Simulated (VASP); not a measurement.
# Li (P6_3/mmc) in VASP: notebook, part 2 of 2

VASP 6.6.1.

### Step 4. Density of states, LDA (volume scaled by 0.92)

Input file POSCAR:

```
Li
1.0
    2.9125813458      0.0000000000      0.0000000000
   -1.4562906729      2.5223694361      0.0000000000
    0.0000000000      0.0000000000      4.7496253639
Li
2
Direct
    0.3333333333      0.6666666667      0.2500000000
    0.6666666667      0.3333333333      0.7500000000
```

Input file INCAR.step1:

```
SYSTEM = Li
PREC = Accurate ; ENCUT = 520
EDIFF = 1E-6 ; ISMEAR = -1
SIGMA = 0.05 ; LREAL = .FALSE.
LASPH = .TRUE. ; NELM = 80
ALGO = Normal ; ISIF = 2
LWAVE = .FALSE. ; LCHARG = .TRUE.
GGA = CA ; NBANDS = 10
```

Input file KPOINTS.step1:

```
Automatic mesh
0
G
  14 14 8
  0 0 0
```

Input file INCAR.step2:

```
SYSTEM = Li
PREC = Accurate ; ENCUT = 520
EDIFF = 1E-6 ; ISMEAR = -5
SIGMA = 0.05 ; LREAL = .FALSE.
LASPH = .TRUE. ; NELM = 80
ALGO = Normal ; ISIF = 2
LWAVE = .FALSE. ; LCHARG = .FALSE.
GGA = CA ; LORBIT = 10
NBANDS = 10 ; NEDOS = 2001
ICHARG = 11
```

Input file KPOINTS.step2:

```
Automatic mesh
0
G
  21 21 12
  0 0 0
```

The run is started by

```
cat potpaw_LDA.64/Li_sv/POTCAR > POTCAR
cp INCAR.step1 INCAR
cp KPOINTS.step1 KPOINTS
mpirun -np 1 vasp_std > vasp.out
cp INCAR.step2 INCAR
cp KPOINTS.step2 KPOINTS
mpirun -np 1 vasp_std > vasp.out
```

Run time: 28 s. Hardware: 1 thread of Intel Xeon 6975P-C (Granite Rapids), shared host; peak memory 0.2 GiB.

Results (log left out):

* Valence electrons inside the program's atomic spheres: Li 2.10

Levels at points of the mesh, in eV from the Fermi level:
| k point | band 1 | band 2 | band 3 | band 4 | band 5 | band 6 | band 7 |
| --- | --- | --- | --- | --- | --- | --- | --- |
| (0.00, 0.00, 0.00) | -45.38 | -45.35 | -3.66 | -0.09 | 3.51 | 13.59 | 13.59 |
| (0.00, 0.00, 0.50) | -45.37 | -45.37 | -2.52 | -2.52 | 8.85 | 8.85 | 14.60 |

Caveat: the cell differs from its parent crystal (volume scaled by 0.92); the cutoff is under 1.25 times the usual one of these potentials, so pressure, stress and relaxed cells hold a basis-set (Pulay) error; tetrahedron occupations give inexact forces and stress in metals.

### Step 5. Density of states, LDA

This run uses another cell than the first one, of 18.96 Å³/atom, 1.316 times its volume.

Input file POSCAR:

```
Li
1.0
    2.9946687308      0.0000000000      0.0000000000
   -1.4973343654      2.5934591968      0.0000000000
    0.0000000000      0.0000000000      4.8834874880
Li
2
Direct
    0.3333333333      0.6666666667      0.2500000000
    0.6666666667      0.3333333333      0.7500000000
```

Input file INCAR.step1:

```
ALGO = Normal ; EDIFF = 1E-6
ENCUT = 520 ; ISIF = 2
ISMEAR = -1 ; LASPH = T
LCHARG = T ; LREAL = F
LWAVE = F ; NBANDS = 10
NELM = 80 ; PREC = Accurate
SIGMA = 0.05
```

Input file KPOINTS.step1:

```
k-points
0
Gamma
  14 14 8
```

Input file INCAR.step2:

```
ALGO = Normal ; EDIFF = 1E-6
ENCUT = 520 ; ICHARG = 11
ISIF = 2 ; ISMEAR = -5
LASPH = T ; LCHARG = F
LORBIT = 11 ; LREAL = F
LWAVE = F ; NBANDS = 10
NEDOS = 2001 ; NELM = 80
PREC = Accurate ; SIGMA = 0.05
```

Input file KPOINTS.step2:

```
k-points
0
Gamma
  21 21 12
```

Potentials or basis: VASP PAW LDA potentials, release 64 (Li_sv).

The run is started by

```
cat potpaw_LDA.64/Li_sv/POTCAR > POTCAR
cp INCAR.step1 INCAR
cp KPOINTS.step1 KPOINTS
mpirun -np 1 vasp_std > vasp.out
cp INCAR.step2 INCAR
cp KPOINTS.step2 KPOINTS
mpirun -np 1 vasp_std > vasp.out
```

OUTCAR:

```text
EDIFF = 1E-6
   ENCUT = 520
   ICHARG = 11
   ISIF = 2
   ISMEAR = -5
   LASPH = T
   LORBIT = 11
   LREAL = F
   NELM = 80
   PREC = Accurate

 ion  position               nearest neighbor table
   1  0.333  0.667  0.250-
   2  0.667  0.333  0.750-

  LATTYP: Found a hexagonal cell.
 ALAT       =     2.9946687308
 C/A-ratio  =     1.6307271111

  Lattice vectors:

 A1 = (   2.9946687308,   0.0000000000,   0.0000000000)
 A2 = (  -1.4973343654,   2.5934591968,   0.0000000000)
 A3 = (   0.0000000000,   0.0000000000,   4.8834874880)

Analysis of symmetry for initial positions (statically):
=====================================================================
 Subroutine PRICEL returns:
 Original cell was already a primitive cell.

 Routine SETGRP: Setting up the symmetry group for a
 hexagonal supercell.

 Subroutine GETGRP returns: Found 24 space group operations
 (whereof 12 operations were pure point group operations)
 out of a pool of 24 trial point group operations.
[... 182 lines left out ...]
      7      13.6143      0.00000
      8      15.0920      0.00000
      9      15.0920      0.00000
     10      15.7313      0.00000
[... 287 lines left out ...]
 k-point    24 :       0.1905    0.0952    0.0000
  band No.  band energies     occupation
      1     -44.7162      2.00000
      2     -44.6968      2.00000
      3      -1.7664      2.00000
      4       2.1298      0.00000
      5       4.1777      0.00000
      6       8.5007      0.00000
      7      10.0160      0.00000
      8      13.0791      0.00000
      9      13.6043      0.00000
     10      14.4289      0.00000

 [... further k-points ...]

------------------------ aborting loop because EDIFF is reached ----------------------------------------

  FORCE on cell =-STRESS in cart. coord.  units (eV):
  Direction    XX          YY          ZZ          XY          YZ          ZX
  --------------------------------------------------------------------------------------
  -------------------------------------------------------------------------------------
  Total       -0.0302324     -0.0302324     -0.0267000      0.0000000      0.0000000      0.0000000
  in kB       -1.2771007     -1.2771007     -1.1278814      0.0000000      0.0000000      0.0000000
  external PRESSURE =      -1.2273609 kB  Pullay stress =       0.0000000 kB

 VOLUME and BASIS-vectors are now :
 -----------------------------------------------------------------------------
  energy-cutoff  :      520.00
  volume of cell :       37.93
      direct lattice vectors                 reciprocal lattice vectors
     2.994668731  0.000000000  0.000000000     0.333926751  0.192792700  0.000000000
    -1.497334365  2.593459197  0.000000000     0.000000000  0.385585399  0.000000000
     0.000000000  0.000000000  4.883487488     0.000000000  0.000000000  0.204771693

 POSITION                                       TOTAL-FORCE (eV/Angst)
 -----------------------------------------------------------------------------------
     -0.00000      1.72897      1.22087         0.000000      0.000000      0.000000
      1.49733      0.86449      3.66262        -0.000000      0.000000      0.000000
 -----------------------------------------------------------------------------------
    total drift:                               -0.000000      0.000000      0.000000

  FREE ENERGIE OF THE ION-ELECTRON SYSTEM (eV)
  ---------------------------------------------------
  free  energy   TOTEN  =        -4.0927415259 eV

  energy  without entropy=       -4.0927415259  energy(sigma->0) =       -4.09274153

 total charge

# of ion       s       p       d       tot
------------------------------------------
    1        2.034   0.054   0.000   2.088
    2        2.034   0.054   0.000   2.088
--------------------------------------------------
tot          4.068   0.108   0.000   4.176
```

OUTCAR.step1:

```text
EDIFF = 1E-6
   ENCUT = 520
   ISIF = 2
   ISMEAR = -1
   LASPH = T
   LREAL = F
[... 534 lines left out ...]
 -----------------------------------------------------------------------------------
     -0.00000      1.72897      1.22087         0.000000     -0.000000      0.000000
      1.49733      0.86449      3.66262        -0.000000      0.000000      0.000000
 -----------------------------------------------------------------------------------
    total drift:                               -0.000000      0.000000      0.000000

  FREE ENERGIE OF THE ION-ELECTRON SYSTEM (eV)
  ---------------------------------------------------
  free  energy   TOTEN  =        -4.0980910428 eV

  energy  without entropy=       -4.0900422603  energy(sigma->0) =       -4.09406665
```

Run time: 28 s. Hardware: 1 thread of Intel Xeon 6975P-C (Granite Rapids), shared host; peak memory 0.2 GiB.

Results:

```
Valence electrons inside the program's atomic spheres : Li 2.09
```

Caveat: the cutoff is under 1.25 times the usual one of these potentials, so pressure, stress and relaxed cells hold a basis-set (Pulay) error; tetrahedron occupations give inexact forces and stress in metals.

### Step 6. Density of states, LDA (volume scaled by 0.45)

Input file POSCAR:

```
Li
1.0
    2.2948428953      0.0000000000      0.0000000000
   -1.1474214477      1.9873922450      0.0000000000
    0.0000000000      0.0000000000      3.7422625251
Li
2
Direct
    0.3333333333      0.6666666667      0.2500000000
    0.6666666667      0.3333333333      0.7500000000
```

Input file INCAR.step1:

```
SYSTEM = Li
  PREC = Accurate
  ENCUT = 520
  EDIFF = 1E-7
  ISMEAR = -1
  SIGMA = 0.05
  LREAL = .False.
  LASPH = .True.
  NELM = 100
  ALGO = Normal
  ISIF = 2
  LWAVE = .False.
  LCHARG = .True.
  NBANDS = 10
```

Input file KPOINTS.step1:

```
regular mesh
0
Gamma
  14 14 8
  0 0 0
```

Input file INCAR.step2:

```
SYSTEM = Li
  PREC = Accurate
  ENCUT = 520
  EDIFF = 1E-7
  ISMEAR = -5
  SIGMA = 0.05
  LREAL = .False.
  LASPH = .True.
  NELM = 100
  ALGO = Normal
  ISIF = 2
  LWAVE = .False.
  LCHARG = .False.
  LORBIT = 11
  NEDOS = 1001
  ICHARG = 11
```

Input file KPOINTS.step2:

```
regular mesh
0
Gamma
  21 21 12
  0 0 0
```

Potentials or basis: VASP PAW LDA potentials, release 64 (Li_sv).

The run is started by

```
cat potpaw_LDA.64/Li_sv/POTCAR > POTCAR
cp INCAR.step1 INCAR
cp KPOINTS.step1 KPOINTS
mpirun -np 1 vasp_std > vasp.out
cp INCAR.step2 INCAR
cp KPOINTS.step2 KPOINTS
mpirun -np 1 vasp_std > vasp.out
```

Run time: 26 s. Hardware: 1 thread of Intel Xeon 6975P-C, shared host; peak memory 0.14 GiB.

The run converged. Its results:

| Property | Result |
| --- | --- |
| Valence electrons inside the program's atomic spheres | Li 2.24 |

Levels at points of the mesh, in eV from the Fermi level:
```
           k point  band 1  band 2  band 3  band 4  band 5  band 6  band 7
(0.00, 0.00, 0.00)  -44.87  -44.47   -3.78   -0.64    7.50   22.21   22.21
(0.00, 0.00, 0.50)  -44.67  -44.67   -2.73   -2.73   14.65   14.65   23.95
```

Caveat: the cell differs from its parent crystal (volume scaled by 0.45); the cutoff is under 1.25 times the usual one of these potentials, so pressure, stress and relaxed cells hold a basis-set (Pulay) error; tetrahedron occupations give inexact forces and stress in metals.
